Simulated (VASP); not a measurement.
# BaSnAu (P4/mmm) in VASP: a series of runs

BaSnAu is run at these levels: PBE; tasks: single point, relaxation of cell and atoms.

Program: VASP 6.6.1. These are calculated values, not measurements. Logs are shortened: lines on timing, memory, paths and dates and some standing lists are left out, and cuts for length are marked.

## (1) The cell of the first run

Symmetry: P4/mmm, No. 123, tetragonal system. The conventional cell has a = 4.016 Å, b = 4.016 Å, c = 6.275 Å, α = 90.00°, β = 90.00°, γ = 90.00°. Ba (site symmetry 4/mmm) has 2 Au at 3.14 Å and 4 Ba at 4.02 Å within 4.1 Å. Within 3.7 Å of Sn (site symmetry 4/mmm) lie 4 Au at 2.84 Å. Au (site symmetry 4/mmm) has 4 Sn at 2.84 Å and 2 Ba at 3.14 Å within 3.7 Å.

## (2) Single point, PBE

INCAR reads:

```
PREC = Accurate ; ENCUT = 520
EDIFF = 1E-6 ; ISMEAR = 0
SIGMA = 0.1 ; LREAL = F
LASPH = T ; NELM = 100
ALGO = Normal ; ISIF = 2
LWAVE = F ; LCHARG = F
GGA = PE ; NBANDS = 24
```

KPOINTS reads:

```
Automatic mesh
0
Gamma
  4 4 4
```

POSCAR reads:

```
BaSnAu
1.0
    4.0161583347      0.0000000000      0.0000000000
    0.0000000000      4.0161583347      0.0000000000
    0.0000000000      0.0000000000      6.2750102450
Ba Sn Au
1 1 1
Direct
    0.0000000000      0.0000000000      0.0000000000
    0.5000000000      0.5000000000      0.5000000000
    0.0000000000      0.0000000000      0.5000000000
```

Potentials or basis: VASP PAW PBE potentials, release 64 (Ba_sv, Sn_d, Au).

Started as:

```
$ cat potpaw_PBE.64/Ba_sv/POTCAR potpaw_PBE.64/Sn_d/POTCAR potpaw_PBE.64/Au/POTCAR > POTCAR
$ mpirun -np 1 vasp_std > vasp.out
```

OUTCAR:

```text
PREC = Accurate
   ENCUT = 520
   EDIFF = 1E-6
   ISMEAR = 0
   LREAL = F
   LASPH = T
   NELM = 100
   ISIF = 2
   GGA = PE

 ion  position               nearest neighbor table
   1  0.000  0.000  0.000-   3 3.14   3 3.14   2 4.23   2 4.23   2 4.23   2 4.23   2 4.23   2 4.23
                             2 4.23   2 4.23
   2  0.500  0.500  0.500-   3 2.84   3 2.84   3 2.84   3 2.84   1 4.23   1 4.23   1 4.23   1 4.23
                             1 4.23   1 4.23   1 4.23   1 4.23
   3  0.000  0.000  0.500-   2 2.84   2 2.84   2 2.84   2 2.84   1 3.14   1 3.14

  LATTYP: Found a simple tetragonal cell.
 ALAT       =     4.0161583347
 C/A-ratio  =     1.5624409503

  Lattice vectors:

 A1 = (   4.0161583347,   0.0000000000,   0.0000000000)
 A2 = (   0.0000000000,   4.0161583347,   0.0000000000)
 A3 = (   0.0000000000,   0.0000000000,   6.2750102450)

Analysis of symmetry for initial positions (statically):
=====================================================================
 Subroutine PRICEL returns:
 Original cell was already a primitive cell.

 Routine SETGRP: Setting up the symmetry group for a
 simple tetragonal supercell.

 Subroutine GETGRP returns: Found 16 space group operations
 (whereof 16 operations were pure point group operations)
 out of a pool of 16 trial point group operations.

The static configuration has the point symmetry D_4h.

Analysis of symmetry for dynamics (positions and initial velocities):
=====================================================================
 Subroutine PRICEL returns:
 Original cell was already a primitive cell.

 Routine SETGRP: Setting up the symmetry group for a
 simple tetragonal supercell.

 Subroutine GETGRP returns: Found 16 space group operations
 (whereof 16 operations were pure point group operations)
 out of a pool of 16 trial point group operations.

The dynamic configuration has the point symmetry D_4h.

 Subroutine INISYM returns: Found 16 space group operations
 (whereof 16 operations are pure point group operations),
 and found     1 'primitive' translations

----------------------------------------------------------------------------------------

                                     Primitive cell

  volume of cell :     101.2130

  direct lattice vectors                    reciprocal lattice vectors
     4.016158335  0.000000000  0.000000000     0.248994167  0.000000000  0.000000000
     0.000000000  4.016158335  0.000000000     0.000000000  0.248994167  0.000000000
     0.000000000  0.000000000  6.275010245     0.000000000  0.000000000  0.159362290

  length of vectors
     4.016158335  4.016158335  6.275010245     0.248994167  0.248994167  0.159362290

  position of ions in fractional coordinates (direct lattice)
     0.000000000  0.000000000  0.000000000
     0.500000000  0.500000000  0.500000000
     0.000000000  0.000000000  0.500000000

  ion indices of the primitive-cell ions
   primitive index   ion index
                 1           1
                 2           2
                 3           3

----------------------------------------------------------------------------------------

 KPOINTS: Automatic mesh

Automatic generation of k-mesh.
 Grid dimensions read from file:
 generate k-points for:    4    4    4

 Generating k-lattice:

  Cartesian coordinates                     Fractional coordinates (reciprocal lattice)
     0.062248542  0.000000000  0.000000000     0.250000000  0.000000000  0.000000000
     0.000000000  0.062248542  0.000000000     0.000000000  0.250000000  0.000000000
     0.000000000  0.000000000  0.039840572     0.000000000  0.000000000  0.250000000

  Length of vectors
     0.062248542  0.062248542  0.039840572

  Shift w.r.t. Gamma in fractional coordinates (k-lattice)
     0.000000000  0.000000000  0.000000000

 Subroutine IBZKPT returns following result:
 ===========================================

 Found     18 irreducible k-points:

 Following reciprocal coordinates:
            Coordinates               Weight
  0.000000  0.000000  0.000000      1.000000
  0.250000  0.000000  0.000000      4.000000
  0.500000  0.000000  0.000000      2.000000
  0.250000  0.250000  0.000000      4.000000
  0.500000  0.250000  0.000000      4.000000
  0.500000  0.500000  0.000000      1.000000
[... 10 lines left out ...]
  0.500000  0.250000  0.500000      4.000000
  0.500000  0.500000  0.500000      1.000000
   k-points           NKPTS =     18   k-points in BZ     NKDIM =     18   number of bands    NBANDS=     24
   number of dos      NEDOS =    301   number of ions     NIONS =      3
   total plane-waves  NPLWV =  43200
   dimension x,y,z NGX =    30 NGY =   30 NGZ =   48
   dimension x,y,z NGXF=    60 NGYF=   60 NGZF=   96
   ions per type =               1   1   1
   NGX,Y,Z   is equivalent  to a cutoff of  12.42, 12.42, 12.72 a.u.
   NGXF,Y,Z  is equivalent  to a cutoff of  24.84, 24.84, 25.43 a.u.
 SYSTEM =  unknown system
   PREC   = accura    normal or accurate (medium, high low for compatibility)
   ISTART =      0    job   : 0-new  1-cont  2-samecut
   ICHARG =      2    charge: 1-file 2-atom 10-const
   ISPIN  =      1    spin polarized calculation?
   LNONCOLLINEAR =      F non collinear calculations
   LSORBIT =      F    spin-orbit coupling
   LASPH  =      T    aspherical Exc in radial PAW
   ENCUT  =  520.0 eV  38.22 Ry    6.18 a.u.   7.47  7.47 11.67*2*pi/ulx,y,z
   NELM   =    100;   NELMIN=  2; NELMDL= -5     # of ELM steps
   EDIFF  = 0.1E-05   stopping-criterion for ELM
   LREAL  =      F    real-space projection
   EDIFFG = 0.1E-04   stopping-criterion for IOM
   NSW    =      0    number of steps for IOM
   IBRION =     -1    ionic relax: 0-MD 1-quasi-New 2-CG
   NFREE  =      0    steps in history (QN), initial steepest desc. (CG)
   ISIF   =      2    stress and relaxation
   ISYM   =      2    0-nonsym 1-usesym 2-fastsym
   POTIM  = 0.5000    time-step for ionic-motion
   TEBEG  =    0.0;   TEEND  =   0.0 temperature during run
   PSTRESS=    0.0 pullay stress
   NELECT =      35.0000    total number of electrons
   NUPDOWN=      -1.0000    fix difference up-down
   EMIN   =  10.00;   EMAX   =-10.00  energy-range for DOS
   EFERMI =   0.00;   METHOD = LEGACY
   ISMEAR =     0;   SIGMA  =   0.10  broadening in eV -4-tet -1-fermi 0-gaus
   EFERMI_NEDOS =   21; number of points for ismear=-14 and -15
   IALGO  =     38    algorithm
   IMIX   =      4    mixing-type and parameters
     AMIX     =   0.40;   BMIX     =  1.00
     AMIX_MAG =   1.60;   BMIX_MAG =  1.00
  volume/ion in A,a.u.               =      33.74       227.67
  Fermi-wavevector in a.u.,A,eV,Ry     =   1.149085  2.171456 17.965082  1.320396
  Thomas-Fermi vector in A             =   2.285757
   LORBIT       =      0    0 simple, 1 ext, 2 COOP (PROOUT), +10 PAW based schemes
   GGA     = PE    functional components
   LHFCALC =     F    Hartree Fock is set to
   AEXX    =    0.0000 exact exchange contribution
   IVDW    =     0    specifies the selected vdW correction
   LEPSILON=     F    determine dielectric tensor
   LRPA    =     F    only Hartree local field effects (RPA)
 non-spin polarized calculation
 Gauss-broadening in eV      SIGMA  =   0.10
  energy-cutoff  :      520.00
  volume of cell :      101.21
 maximum number of plane-waves:      2776
 NGX is ok and might be reduce to    30
   NGX = 15   NGY = 15   NGZ = 23

 number of electron      35.0000011 magnetization

 Free energy of the ion-electron system (eV)
  ---------------------------------------------------
  ext. energy  EPLUGINS =         0.00000000
  ---------------------------------------------------
  free energy    TOTEN  =       -10.00757738 eV

  energy without entropy =      -10.00172612  energy(sigma->0) =      -10.00465175

 E-fermi :   5.0139     XC(G=0):  -9.2513

 val. band max:        5.0048810271   @ k =   0.0000   0.0000   0.5000
 cond. band min:       5.0232646118   @ k =   0.5000   0.5000   0.0000
 fundamental gap:      0.0183835847
 Fermi energy:         5.0138652985

 k-point     1 :       0.0000    0.0000    0.0000
  band No.  band energies     occupation
      1     -24.0248      2.00000
      2     -16.6065      2.00000
      3     -16.5823      2.00000
      4     -16.5004      2.00000
      5     -16.4939      2.00000
      6     -16.4939      2.00000
[... 16 lines left out ...]
     23       8.7590      0.00000
     24       9.7730      0.00000

 k-point     2 :       0.2500    0.0000    0.0000
  band No.  band energies     occupation
      1     -24.0004      2.00000
      2     -16.6004      2.00000
      3     -16.5699      2.00000
      4     -16.4976      2.00000
      5     -16.4931      2.00000
      6     -16.4921      2.00000
[... 16 lines left out ...]
     23       8.9628      0.00000
     24       9.0416      0.00000

 k-point     3 :       0.5000    0.0000    0.0000
  band No.  band energies     occupation
      1     -23.9758      2.00000
      2     -16.5943      2.00000
      3     -16.5585      2.00000
      4     -16.5014      2.00000
      5     -16.4924      2.00000
      6     -16.4826      2.00000
[... 16 lines left out ...]
     23       9.2272      0.00000
     24       9.8136      0.00000

 k-point     4 :       0.2500    0.2500    0.0000
  band No.  band energies     occupation
      1     -23.9764      2.00000
      2     -16.6042      2.00000
      3     -16.5574      2.00000
      4     -16.4978      2.00000
      5     -16.4969      2.00000
      6     -16.4879      2.00000
[... 16 lines left out ...]
     23       8.8417      0.00000
     24       9.3548      0.00000

 k-point     5 :       0.5000    0.2500    0.0000
  band No.  band energies     occupation
      1     -23.9521      2.00000
      2     -16.6075      2.00000
      3     -16.5460      2.00000
      4     -16.5016      2.00000
      5     -16.4971      2.00000
      6     -16.4832      2.00000
[... 289 lines left out ...]
 k-point    16 :       0.2500    0.2500    0.5000
  band No.  band energies     occupation
      1     -23.9739      2.00000
      2     -16.6043      2.00000
      3     -16.5574      2.00000
      4     -16.4979      2.00000
      5     -16.4967      2.00000
      6     -16.4878      2.00000
[... 16 lines left out ...]
     23       8.4052      0.00000
     24       8.8222      0.00000

 k-point    17 :       0.5000    0.2500    0.5000
  band No.  band energies     occupation
      1     -23.9496      2.00000
      2     -16.6076      2.00000
      3     -16.5460      2.00000
      4     -16.5014      2.00000
      5     -16.4971      2.00000
      6     -16.4830      2.00000
[... 16 lines left out ...]
     23       7.5831      0.00000
     24       8.8670      0.00000

 k-point    18 :       0.5000    0.5000    0.5000
  band No.  band energies     occupation
      1     -23.9257      2.00000
      2     -16.6208      2.00000
      3     -16.5344      2.00000
      4     -16.5019      2.00000
      5     -16.5019      2.00000
      6     -16.4827      2.00000
[... 16 lines left out ...]
     23       7.9592      0.00000
     24       9.2286      0.00000

------------------------ aborting loop because EDIFF is reached ----------------------------------------

  FORCE on cell =-STRESS in cart. coord.  units (eV):
  Direction    XX          YY          ZZ          XY          YZ          ZX
  --------------------------------------------------------------------------------------
  -------------------------------------------------------------------------------------
  Total        0.1762260      0.1762260      0.5714972      0.0000000      0.0000000      0.0000000
  in kB        2.7896171      2.7896171      9.0466670      0.0000000      0.0000000      0.0000000
  external PRESSURE =       4.8753004 kB  Pullay stress =       0.0000000 kB

 VOLUME and BASIS-vectors are now :
 -----------------------------------------------------------------------------
  energy-cutoff  :      520.00
  volume of cell :      101.21
      direct lattice vectors                 reciprocal lattice vectors
     4.016158335  0.000000000  0.000000000     0.248994167  0.000000000  0.000000000
     0.000000000  4.016158335  0.000000000     0.000000000  0.248994167  0.000000000
     0.000000000  0.000000000  6.275010245     0.000000000  0.000000000  0.159362290

 POSITION                                       TOTAL-FORCE (eV/Angst)
 -----------------------------------------------------------------------------------
      0.00000      0.00000      0.00000         0.000000      0.000000      0.000000
      2.00808      2.00808      3.13751         0.000000      0.000000      0.000000
      0.00000      0.00000      3.13751         0.000000      0.000000      0.000000
 -----------------------------------------------------------------------------------
    total drift:                                0.000000      0.000000      0.000000

  FREE ENERGIE OF THE ION-ELECTRON SYSTEM (eV)
  ---------------------------------------------------
  free  energy   TOTEN  =       -10.0075773840 eV

  energy  without entropy=      -10.0017261200  energy(sigma->0) =      -10.00465175
```

It took 31 s on 1 thread of AMD EPYC 7R43 (Zen 3), shared host; peak memory 0.19 GiB.

Results:

```yaml
Free_energy: -10.0076 eV
Pressure: 0.5 GPa
```

Stress tensor (GPa, compression positive):
```
0.28 0.00 0.00
0.00 0.28 0.00
0.00 0.00 0.90
```

Levels at points of the mesh, in eV from the Fermi level:
| k point | band 14 | band 15 | band 16 | band 17 | band 18 | band 19 | band 20 | band 21 |
| --- | --- | --- | --- | --- | --- | --- | --- | --- |
| (0.00, 0.00, 0.00) | -4.71 | -4.71 | -1.69 | -1.23 | 0.37 | 0.59 | 0.59 | 1.36 |
| (0.50, 0.00, 0.00) | -5.11 | -4.69 | -4.21 | -0.49 | 0.35 | 2.33 | 2.43 | 2.46 |
| (0.50, 0.50, 0.00) | -4.33 | -2.89 | -2.72 | -2.72 | -2.44 | 0.01 | 0.36 | 1.56 |
| (0.00, 0.00, 0.50) | -4.63 | -4.37 | -3.28 | -0.01 | 0.24 | 0.24 | 0.31 | 1.62 |
| (0.50, 0.00, 0.50) | -4.62 | -4.51 | -3.81 | -0.43 | -0.25 | 0.85 | 1.35 | 2.62 |
| (0.50, 0.50, 0.50) | -4.33 | -3.04 | -3.04 | -2.26 | -2.16 | -1.59 | 1.09 | 2.59 |

Caveat: the k points lie up to 0.39 Å⁻¹ apart; spin-orbit coupling is left out, which moves the levels of the heavy elements.

(Part 1 of 2 ends here.)
